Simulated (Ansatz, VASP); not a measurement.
Two plane-wave programs on Sb5Se

```xyz
6
Lattice="5.9470 0.0000 0.0000 -2.9735 5.1503 0.0000 0.0000 0.0000 5.2124" Properties=species:S:1:pos:R:3 pbc="T T T"
Sb    0.0000    3.4335    2.6062
Sb   -2.0829    3.6078    0.0000
Sb    4.1659    0.0000    0.0000
Sb    0.8906    1.5425    0.0000
Sb    2.9735    1.7168    2.6062
Se    0.0000    0.0000    2.6062
```

Change from the starting cell: species swapped into the MgAu5 type (P-62m, No. 189).

Alike in both runs: functional PBE; k mesh 6 × 6 × 8; occupations gaussian, width 0.1 eV; no spin polarisation.

Ansatz relaxed the structure, and its values are those at the end. VASP's run is a single point on that final structure, the one shown.

```csv
,VASP,Ansatz
version,VASP 6.6.1,Ansatz 0.2.0
potentials or method,"VASP PAW PBE potentials, release 64 (Sb, Se), cutoff 520 eV","scalar-relativistic, plane waves, PAW"
valence electrons in the cell,31,91
```

Ansatz gave:

| Item | Value |
| --- | --- |
| gap on the k mesh at the Fermi level (eV) | none |
| pressure (GPa) | 0.0 |

Question: Estimate VASP's values.

Answer: gap on the k mesh at the Fermi level (eV): none; pressure (GPa): -0.2.

A gap of «none» marks a metal or a gap that the smearing closes. The functional is the same, so the differences come from potentials, cutoffs and numerics. VASP's potentials hold 31 valence electrons a cell and Ansatz's 91, so a difference there can come from the potentials and not from the codes.

Neither program's run includes spin-orbit coupling.
